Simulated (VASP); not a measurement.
Set up this calculation in VASP 6.6.1, as the native input.

* Task: single point
* Functional: LDA
* Potentials or basis: VASP PAW LDA potentials, release 64 (W_sv, S)
* Cutoff: 520 eV
* k mesh: 7 × 7 × 2
* Occupations: gaussian, width 0.05 eV
* Spin: collinear spin
* Starting moments: [2.0, 2.0, 0.0, 0.0, 0.0, 0.0] μB
* Hubbard terms: W d U = 3.0 eV
* Dipole correction: no
* Further INCAR settings: ALGO = Normal; EDIFF = 1e-06; NBANDS = 39

The structure of WS2 lies in POSCAR:

```
WS2
1.0
    3.1799994900      0.0000000000      0.0000000000
   -1.5899997400      2.7539603400      0.0000000000
    0.0000000000      0.0000000000     12.4999993200
W S
2 4
Direct
    0.3333333333      0.6666666667      0.2500000000
    0.6666666667      0.3333333333      0.7500000000
    0.3333333333      0.6666666667      0.6200000000
    0.6666666667      0.3333333333      0.1200000000
    0.3333333333      0.6666666667      0.8800000000
    0.6666666667      0.3333333333      0.3800000000
```

The input as run:

INCAR

```
SYSTEM = WS2
  PREC = Accurate
  ENCUT = 520
  EDIFF = 1E-6
  ISMEAR = 0
  SIGMA = 0.05
  LREAL = .False.
  LASPH = .True.
  NELM = 150
  ALGO = Normal
  ISIF = 2
  LWAVE = .False.
  LCHARG = .False.
  ISPIN = 2
  MAGMOM = 2 2 0 0 0 0
  LORBIT = 11
  LMAXMIX = 4
  LDAU = .True.
  LDAUTYPE = 2
  LDAUL = 2 -1
  LDAUU = 3 0
  LDAUJ = 0 0
  LDAUPRINT = 1
  GGA = CA
  NBANDS = 39
```

KPOINTS

```
regular mesh
0
Gamma
  7 7 2
  0 0 0
```

Potentials or basis: VASP PAW LDA potentials, release 64 (W_sv, S).

Run with:

```console
$ cat potpaw_LDA.64/W_sv/POTCAR potpaw_LDA.64/S/POTCAR > POTCAR
$ mpirun -np 1 vasp_std > vasp.out
```

Results of the run:

```json
{"Pressure": "-8.9 GPa", "Largest force": "1.192 eV/Å", "Band gap on the k mesh": "1.03 eV (least direct gap 2.23 eV)", "Net moment": "0.00 μB per cell", "Valence electrons inside the program's atomic spheres": "W 11.90; S 3.69"}
```

Caveat: the cell stands under tension; spin-orbit coupling is left out, which moves the levels of the heavy elements; an odd mesh through Γ misses points on the zone boundary, where band edges can lie; forces of over 1 eV/Å act on the atoms, so gaps and moduli don't describe the material at rest.

Run time: 55 s on 1 thread of Intel(R) Xeon(R) 6975P-C (Granite Rapids), on a shared host, peak memory 0.26 GiB.
